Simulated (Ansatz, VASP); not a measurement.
## TlBr in VASP and in Ansatz

```
Tl Br
1.0
     4.07326    0.00000    0.00000
     0.00000    4.07326    0.00000
     0.00000    0.00000    4.07326
Tl Br
1 1
Cartesian
  0.0000 0.0000 0.0000
  2.0366 2.0366 2.0366
```

Alike in both runs: task single point; functional r2SCAN; k mesh 6 × 6 × 6; no spin polarisation.

|  | VASP | Ansatz |
| --- | --- | --- |
| version | VASP 6.6.1 | Ansatz 0.2.0 |
| potentials or method | VASP PAW PBE potentials, release 64 (Tl_d, Br) | plane waves, PAW |
| plane-wave cutoff (eV) | 550 | 500 |
| occupations | gaussian, width 0.01 eV | fixed |
| valence electrons in the cell | 20 | 20 |

|  | VASP | Ansatz | Ansatz less VASP |
| --- | --- | --- | --- |
| gap on the k mesh at the Fermi level (eV) | 2.47 | 2.46 | -0.005 |
| pressure (GPa) | -1.2 | -1.2 | +0.03 |

VASP's potentials were made for PBE, not for r2SCAN.

Spin-orbit coupling is off throughout.
